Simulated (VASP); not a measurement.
Runs of VASP 6.6.1 on Fe. The structure is that of space group Im-3m (No. 229), or close to it. The cells are those of the table. 

| task | potentials or basis | cell | k mesh | cutoff (eV) | second run | gap on the mesh (eV) | pressure (GPa) | moment (μB) |
| --- | --- | --- | --- | --- | --- | --- | --- | --- |
| single point | VASP PAW PBE potentials, release 64 (Fe) | a = 2.413 Å, angles 109.5°, 1 atom | 20 × 20 × 20 | 520 | - | none | (b) | 2.09 |
| relaxation of cell and atoms | VASP PAW PBE potentials, release 64 (Fe) | relaxed from a = 3.088 Å, angles 109.5°, 1 atom | 8 × 8 × 8 | 600 | - | none | 0.0 | 2.00 |
| single point | VASP PAW PBE potentials, release 64 (Fe) | a = 3.088 Å, angles 109.5°, 1 atom | 8 × 8 × 8 | 520 | - | none | -26.5 | 3.14 |
| single point | VASP PAW PBE potentials, release 64 (Fe) | a = 2.409 Å, angles 109.5°, 1 atom | 8 × 8 × 8 | 520 | - | none | (a) | 2.00 |
| single point | VASP PAW PBE potentials, release 64 (Fe_sv) | a = 3.088 Å, angles 109.5°, 1 atom | 8 × 8 × 8 | 600 | valence_matched | none | -28.0 | 3.21 |

Alike in all rows: level PBEsol; spin collinear, ferromagnetic start; smearing gaussian 0.1 eV.

Fill in the values left out.

(a) -0.6; (b) -0.1.

Caveats: some runs use coarse meshes; the PAW data sets were made with another functional, which shifts forces and pressure a little.

A gap of «none» marks levels without a gap at the run's occupations.

The runs don't all hold the same shells in valence.
